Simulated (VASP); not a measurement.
A run of VASP 6.6.1 is set up as follows.

The input INCAR:

```
ALGO = Normal ; EDIFF = 1E-6
ENCUT = 600 ; GGA = PS
GGA_COMPAT = False ; ISIF = 2
ISMEAR = 0 ; LASPH = True
LCHARG = False ; LREAL = False
LWAVE = False ; NBANDS = 22
NELM = 120 ; PREC = Accurate
SIGMA = 0.1
```

Contents of KPOINTS:

```
k-points
0
Gamma
  14 12 10
```

The input POSCAR:

```
SiNi
1.0
    3.0552835513      0.0000000000      0.0000000000
    0.0000000000      3.2583147497      0.0000000000
    0.0000000000      0.0000000000      4.7093899711
Si Ni
2 2
Direct
    0.5000000000      0.5000000000      0.8431827248
    0.0000000000      0.0000000000      0.1568172752
    0.5000000000      0.5000000000      0.3423059830
    0.0000000000      0.0000000000      0.6576940170
```

Potentials or basis: VASP PAW PBE potentials, release 64 (Si, Ni).

Launch:

```sh
$ cat potpaw_PBE.64/Si/POTCAR potpaw_PBE.64/Ni/POTCAR > POTCAR
$ mpirun -np 1 vasp_std > vasp.out
```

Problem. What does it give for the largest force?

Solution. 0.108 eV/Å.

Problem. Predict the band gap on the k mesh.

Solution. Zero (bands 14 and 15 overlap by 2.57 eV).

Problem. Estimate the pressure.

Solution. -5.9 GPa.

Stress tensor (GPa, compression positive):
```
-5.73  0.00  0.00
 0.00 -5.84  0.00
 0.00  0.00 -6.20
```

Caveat: the cell stands under tension; the PAW data sets were made with another functional, which shifts forces and pressure a little. Spin polarisation is off, so any magnetic state and its effect on volume and gap are missing.
